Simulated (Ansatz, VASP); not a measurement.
# Two plane-wave programs on Re

```
CELL_PARAMETERS angstrom
-1.54207 1.54207 1.54207
1.54207 -1.54207 1.54207
1.54207 1.54207 -1.54207
ATOMIC_POSITIONS crystal
Re 0.00000 0.00000 0.00000
```

Alike in both runs: task single point; functional HSE06; k mesh 10 × 10 × 10; occupations gaussian, width 0.05 eV; no spin polarisation.

|  | VASP | Ansatz |
| --- | --- | --- |
| version | VASP 6.6.1 | Ansatz 0.2.0 |
| potentials or method | VASP PAW PBE potentials, release 64 (Re), cutoff 520 eV | scalar-relativistic, plane waves, PAW |
| valence electrons in the cell | 7 | 15 |

VASP gave:

* pressure (GPa): -3.7

Task: Which values does Ansatz return?

Result: Pressure (GPa): 0.0.

VASP's potentials hold 7 valence electrons a cell and Ansatz's 15, so a difference there can come from the potentials and not from the codes. Ansatz's warnings: filled band counts differ across k points, stress exchange threshold loose, stress scf threshold loose.

Neither program's run includes spin-orbit coupling.
